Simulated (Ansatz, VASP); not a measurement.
## Nb4H in VASP and in Ansatz

INCAR

```
ALGO = Normal
DIPOL = 0.5 0.5 0.319
EDIFF = 1E-6
ENCUT = 520
GGA = CA
IDIPOL = 3
ISIF = 2
ISMEAR = 0
LASPH = True
LCHARG = True
LDIPOL = True
LELF = True
LREAL = False
LVACPOTAV = True
LVHAR = True
LWAVE = False
NBANDS = 34
NELM = 60
PREC = Accurate
SIGMA = 0.1
```

Contents of KPOINTS:

```
k-points
0
Gamma
  9 7 1
```

Contents of POSCAR:

```
Nb4H
1.0
    2.9270177669      0.0000000000      0.0000000000
    0.0000000000      4.1394282232      0.0000000000
    0.0000000000      0.0000000000     21.2576690685
Nb H
4 1
Direct
    0.5000000000      0.5000000000      0.1881673850
    0.0000000000      0.0000000000      0.2570135449
    0.5000000000      0.5000000000      0.3306382692
    0.0000000000      0.0000000000      0.3884559987
    0.0000000000      0.5000000000      0.4312640788
```

Input for Ansatz:

```yaml
crystal:
  lattice:
    - [2.9270177669, 0.0, 0.0]
    - [0.0, 4.1394282232, 0.0]
    - [0.0, 0.0, 21.2576690685]
  atoms:
    - { symbol: Nb, position: [0.5, 0.5, 0.188167385] }
    - { symbol: Nb, position: [0.0, 0.0, 0.2570135449] }
    - { symbol: Nb, position: [0.5, 0.5, 0.3306382692] }
    - { symbol: Nb, position: [0.0, 0.0, 0.3884559987] }
    - { symbol: H, position: [0.0, 0.5, 0.4312640788] }
basis:
  ecutwfc: 420
kpoints:
  mp_grid: { grid: [9, 7, 1] }
hamiltonian:
  xc: lda
scf:
  occupations: { method: gaussian, width: 0.1 }
output:
  forces: true
  eigenvalues: true
efield:
  axis: 3
  dipole_correction: true
  ramp_width: 0.04
```

Alike in both runs: task single point; functional LDA; k mesh 9 × 7 × 1; occupations gaussian, width 0.1 eV; no spin polarisation.

```csv
,VASP,Ansatz
version,VASP 6.6.1,Ansatz 0.2.0
potentials or method,"VASP PAW LDA potentials, release 64 (Nb_sv, H), cutoff 520 eV","scalar-relativistic, plane waves, PAW"
valence electrons in the cell,53,53
```

|  | VASP | Ansatz | Ansatz less VASP |
| --- | --- | --- | --- |
| gap on the k mesh at the Fermi level (eV) | none | none | - |
| rms of the force components (eV/Å) | 0.610 | 0.610 | -0.0004 |
| work function, face that differs most (eV) | 4.48 | 4.47 | -0.009 |

LDA's correlation is that of Perdew and Zunger in VASP and of Perdew and Wang (1992) in Ansatz. Atom by atom the forces differ by 0.001 eV/Å (rms over components). A gap of «none» marks a metal or a gap that the smearing closes.
